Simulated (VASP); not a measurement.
Here is a VASP 6.6.1 calculation.

The input INCAR:

```
SYSTEM = GaP
ALGO = Normal
EDIFF = 1E-7
EDIFFG = -0.005
ENCUT = 600
GGA = PE
IBRION = 2
ISIF = 3
ISMEAR = -1
LASPH = .TRUE.
LCHARG = .FALSE.
LREAL = .FALSE.
LWAVE = .FALSE.
NELM = 100
NSW = 100
PREC = Accurate
SIGMA = 0.05
```

File KPOINTS:

```
k-points
0
G
  12 12 12
  0 0 0
```

POSCAR

```
GaP
1.0
    0.0000000000      2.3472160896      2.3472160896
    2.3472160896      0.0000000000      2.3472160896
    2.3472160896      2.3472160896      0.0000000000
Ga P
1 1
Direct
    0.0000000000      0.0000000000      0.0000000000
    0.5000000000      0.5000000000      0.5000000000
```

Potentials or basis: VASP PAW PBE potentials, release 64 (Ga_d, P).

Command:

```bash
$ cat potpaw_PBE.64/Ga_d/POTCAR potpaw_PBE.64/P/POTCAR > POTCAR
$ mpirun -np 1 vasp_std > vasp.out
```

**Question.** Predict the relaxed cell.

**Answer.** a = 3.652 Å, b = 3.652 Å, c = 3.652 Å, α = 60.00°, β = 60.00°, γ = 60.00°.

**Question.** Predict the relaxed volume.

**Answer.** 17.22 Å³/atom.

**Question.** Predict the space group after relaxing (to 0.05 Å).

**Answer.** Fm-3m (No. 225).

**Question.** What does it give for the band gap on the k mesh?

**Answer.** Zero (band 9 reaches 6.90 eV, above the bottom of band 10 at 3.72 eV).

Final structure:
```cif
data_structure
_symmetry_space_group_name_H-M 'P 1'
_symmetry_Int_Tables_number 1
_cell_length_a 3.6522
_cell_length_b 3.6522
_cell_length_c 3.6522
_cell_angle_alpha 60.000
_cell_angle_beta 60.000
_cell_angle_gamma 60.000
_cell_volume 34.45
loop_
_atom_site_label
_atom_site_type_symbol
_atom_site_fract_x
_atom_site_fract_y
_atom_site_fract_z
_atom_site_occupancy
Ga1 Ga 0.00000 0.00000 0.00000 1
P1 P 0.50000 0.50000 0.50000 1
```

Caveat: the volume moved by over 15 % at a fixed basis, so the end points are rough.
